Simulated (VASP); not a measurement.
A run of VASP 6.6.1 is set up as follows.

INCAR

```
SYSTEM = In
  PREC = Accurate
  ENCUT = 520
  EDIFF = 1E-8
  ISMEAR = -1
  SIGMA = 0.05
  LREAL = .FALSE.
  LASPH = .TRUE.
  NELM = 80
  ALGO = Normal
  ISIF = 2
  LWAVE = .FALSE.
  LCHARG = .FALSE.
  GGA = PS
  LEFG = .TRUE.
  ISYM = 0
  NBANDS = 12
```

File KPOINTS:

```
Automatic mesh
0
G
  12 12 14
  0 0 0
```

The input POSCAR:

```
In
1.0
   -1.6261500000      1.6261500000      2.4739500000
    1.6261500000     -1.6261500000      2.4739500000
    1.6261500000      1.6261500000     -2.4739500000
In
1
Direct
    0.0000000000      0.0000000000      0.0000000000
```

Potentials or basis: VASP PAW PBE potentials, release 64 (In_d).

Command:

```console
$ cat potpaw_PBE.64/In_d/POTCAR > POTCAR
$ mpirun -np 1 vasp_std > vasp.out
```

**Question.** What does it give for the pressure?

**Answer.** -1.0 GPa.

Electric field gradients, principal values (V/Å²):
```
atom   least   middle  greatest (by size)
1 In  -6.973  -11.024              17.997
```

Caveat: without QUAD_EFG the Cq values of the log hold for a quadrupole moment of 1 mb, not for the nuclei; the PAW data sets were made with another functional, which shifts forces and pressure a little.
